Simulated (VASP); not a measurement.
Al, 1 atom in the cell. It takes space group I4/mmm (No. 139, tetragonal). Conventional cell: a = 3.055 Å, b = 3.055 Å, c = 3.822 Å, α = 90.00°, β = 90.00°, γ = 90.00°. Within 3.8 Å of Al (site symmetry 4/mmm) lie 12 Al at 2.88 to 3.05 Å.  This cell differs from its parent crystal: volume 17.831 Å^3 an atom, c/a of the conventional cell 1.2513.

```yaml
Program: VASP 6.6.1
Task: single point
Functional: PBE
Potentials_or_basis: VASP PAW PBE potentials, release 64 (Al)
Cutoff: 520 eV
k_mesh: 22 × 22 × 22
Occupations: gaussian, width 0.15 eV
Spin: no spin polarisation
Dipole_correction: no
Further_INCAR_settings: ALGO = Normal; EDIFF = 1e-06; NBANDS = 8
```

Potentials or basis: VASP PAW PBE potentials, release 64 (Al).

Run with:

```bash
$ cat potpaw_PBE.64/Al/POTCAR > POTCAR
$ mpirun -np 1 vasp_std > vasp.out
```

Hardware: 1 thread of AMD EPYC 7R43 64-Core Processor (Zen 3), with other jobs on the host.

**Question.** Estimate the wall time of this run.

**Answer.** It took 88 s on 1 thread of AMD EPYC 7R43 64-Core Processor (Zen 3), on a shared host, peak memory 0.18 GiB. Counts: scf iterations 10, k points 834.
